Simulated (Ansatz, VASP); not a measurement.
# One calculation of GaN, two programs

```
CELL_PARAMETERS angstrom
3.21837 0.00000 0.00000
-1.60919 2.78719 0.00000
0.00000 0.00000 5.24317
ATOMIC_POSITIONS crystal
Ga 0.66667 0.33333 0.49913
Ga 0.33333 0.66667 0.99913
N 0.66667 0.33333 0.87587
N 0.33333 0.66667 0.37587
```

Alike in both runs: functional PBE; k mesh 12 × 12 × 6; occupations gaussian, width 0.02 eV; no spin polarisation.

Ansatz relaxed the structure, and its values are those at the end. VASP's run is a single point on that final structure, the one shown.

|  | VASP | Ansatz |
| --- | --- | --- |
| version | VASP 6.6.1 | Ansatz 0.2.0 |
| potentials or method | VASP PAW PBE potentials, release 64 (Ga_d, N), cutoff 520 eV | scalar-relativistic, plane waves, PAW |
| valence electrons in the cell | 36 | 36 |

VASP gave:

| Item | Value |
| --- | --- |
| gap on the k mesh at the Fermi level (eV) | 1.72 |
| least direct gap on the mesh (eV) | 1.72 |
| pressure (GPa) | 0.1 |

Problem. Estimate Ansatz's values.

Solution. gap on the k mesh at the Fermi level (eV): 1.71; least direct gap on the mesh (eV): 1.71; pressure (GPa): 0.0.
